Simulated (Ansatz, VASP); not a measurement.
# AlCu3 in VASP and in Ansatz

```xyz
4
Lattice="0.0000 2.8839 2.8839 2.8839 0.0000 2.8839 2.8839 2.8839 0.0000" Properties=species:S:1:pos:R:3 pbc="T T T"
Al    0.0000    0.0000    0.0000
Cu    2.8839    2.8839    2.8839
Cu    1.4419    1.4419    1.4419
Cu    4.3258    4.3258    4.3258
```

Alike in both runs: task single point; functional PBEsol; k mesh 11 × 11 × 11; occupations fermi-dirac, width 0.05 eV; no spin polarisation.

```csv
,VASP,Ansatz
version,VASP 6.6.1,Ansatz 0.2.0
potentials or method,"VASP PAW PBE potentials, release 64 (Al, Cu)","PAW with Ansatz's default frozen-core files, scalar-relativistic"
plane-wave cutoff (eV),520,420
valence electrons in the cell,36,60
```

VASP gave:

```
pressure (GPa) : 0.7
```

Q: Which values does Ansatz return?

A: Pressure (GPa): 0.0.

VASP's potentials were made for PBE, not for PBEsol. VASP's potentials hold 36 valence electrons a cell and Ansatz's 60, so a difference there can come from the potentials and not from the codes.
